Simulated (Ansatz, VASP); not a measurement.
## Hf2H5: VASP beside Ansatz

```
CELL_PARAMETERS angstrom
3.20885 0.00000 0.00000
-1.60443 2.77895 0.00000
0.00000 0.00000 16.54389
ATOMIC_POSITIONS crystal
Hf 0.33333 0.66667 0.58809
Hf 0.00000 0.00000 0.76320
Hf 0.66667 0.33333 0.41191
Hf 0.00000 0.00000 0.23680
H 0.00000 0.00000 0.02273
H 0.00000 0.00000 0.97727
H 0.66667 0.33333 0.53879
H 0.00000 0.00000 0.63987
H 0.33333 0.66667 0.71603
H 0.66667 0.33333 0.81968
H 0.33333 0.66667 0.46121
H 0.00000 0.00000 0.36013
H 0.66667 0.33333 0.28397
H 0.33333 0.66667 0.18032
```

Alike in both runs: functional PBE; k mesh 12 × 12 × 2; occupations gaussian, width 0.1 eV; no spin polarisation.

Ansatz relaxed the structure, and its values are those at the end. VASP's run is a single point on that final structure, the one shown.

|  | VASP | Ansatz |
| --- | --- | --- |
| version | VASP 6.6.1 | Ansatz 0.2.0 |
| potentials or method | VASP PAW PBE potentials, release 64 (Hf_pv, H), cutoff 520 eV | scalar-relativistic, plane waves, PAW |
| valence electrons in the cell | 50 | 114 |

|  | VASP | Ansatz | Ansatz less VASP |
| --- | --- | --- | --- |
| gap on the k mesh at the Fermi level (eV) | none | none | - |
| pressure (GPa) | -0.6 | 0.0 | +0.59 |
| rms of the force components (eV/Å) | 0.008 | 0.002 | -0.0067 |

A gap of «none» marks a metal or a gap that the smearing closes. VASP's potentials hold 50 valence electrons a cell and Ansatz's 114, so a difference there can come from the potentials and not from the codes.

Spin-orbit coupling is off throughout.
